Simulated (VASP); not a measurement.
Runs of VASP 6.6.1 on SnGe5. The structure is that of space group P4/mmm (No. 123), or close to it. The cells are those of the table. 

| task | cell | k mesh | cutoff (eV) | gap on the mesh (eV) | pressure (GPa) | largest force (eV/Å) |
| --- | --- | --- | --- | --- | --- | --- |
| single point | a = 7.645, b = 7.645, c = 2.787 Å, 6 atoms | 4 × 4 × 6 | 520 | none | -0.1 | - |
| single point | a = 6.291, b = 6.291, c = 3.398 Å, 6 atoms | 4 × 4 × 6 | 520 | none | 48.2 | 12.46 |
| single point | a = 7.727, b = 7.727, c = 2.738 Å, 6 atoms | 6 × 6 × 14 | 520 | none | (a) | - |
| relaxation of cell and atoms | relaxed from a = 6.291, b = 6.291, c = 3.398 Å, 6 atoms | 4 × 4 × 6 | 600 | none | -0.1 | 0.03 |

Alike in all rows: level PBE; potentials or basis VASP PAW PBE potentials, release 64 (Sn_d, Ge_d); no spin polarisation; smearing gaussian 0.1 eV.

Q: Fill in the values left out.

A: (a) 0.0.

Caveats: some runs use coarse meshes; spin-orbit coupling is left out, which moves the levels of the heavy elements; forces of over 1 eV/Å act on the atoms, so gaps and moduli don't describe the material at rest (some runs).

A k mesh can miss the band edges, and the runs leave out spin-orbit coupling on Ge, Sn.

A gap of «none» marks levels without a gap at the run's occupations.
